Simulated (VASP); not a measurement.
Runs of VASP 6.6.1 on TaN. The structure is that of space group P-62m (No. 189), or close to it. The cells are those of the table. 

```csv
potentials or basis,cell,cutoff (eV),second run,gap on the mesh (eV),pressure (GPa),largest force (eV/Å)
"VASP PAW PBE potentials, release 64 (Ta_pv, N)","a = 5.230, b = 5.230, c = 2.930 Å, angles 90.0, 90.0, 120.0°, 6 atoms",520,-,none,-9.1,0.09
"VASP PAW PBE potentials, release 64 (Ta_pv, N)","a = 5.161, b = 5.161, c = 2.891 Å, angles 90.0, 90.0, 120.0°, 6 atoms",520,-,none,3.9,0.09
"VASP PAW PBE potentials, release 64 (Ta_pv, N)","a = 5.264, b = 5.264, c = 2.949 Å, angles 90.0, 90.0, 120.0°, 6 atoms",520,-,none,-14.6,0.16
"VASP PAW PBE potentials, release 64 (Ta_pv, N)","a = 5.090, b = 5.090, c = 2.852 Å, angles 90.0, 90.0, 120.0°, 6 atoms",520,-,none,20.0,0.28
"VASP PAW PBE potentials, release 64 (Ta_sv_GW, N)","a = 5.126, b = 5.126, c = 2.872 Å, angles 90.0, 90.0, 120.0°, 6 atoms",600,valence_matched,none,10.7,0.17
"VASP PAW PBE potentials, release 64 (Ta_pv, N)","a = 5.298, b = 5.298, c = 2.968 Å, angles 90.0, 90.0, 120.0°, 6 atoms",520,-,none,-19.5,0.24
"VASP PAW PBE potentials, release 64 (Ta_pv, N)","a = 5.126, b = 5.126, c = 2.872 Å, angles 90.0, 90.0, 120.0°, 6 atoms",520,-,none,(b),(a)
"VASP PAW PBE potentials, release 64 (Ta_pv, N)","a = 5.196, b = 5.196, c = 2.911 Å, angles 90.0, 90.0, 120.0°, 6 atoms",520,-,none,-2.9,-
```

Alike in all rows: task single point; level PBEsol; no spin polarisation; k mesh 5 × 5 × 8; smearing fermi-dirac 0.1 eV.

Fill in the values left out.

(a) 0.18; (b) 11.5.

Caveats: the PAW data sets were made with another functional, which shifts forces and pressure a little; spin-orbit coupling is left out, which moves the levels of the heavy elements.

A k mesh can miss the band edges, and the runs leave out spin-orbit coupling on Ta.

A gap of «none» marks levels without a gap at the run's occupations.

The runs don't all hold the same shells in valence.
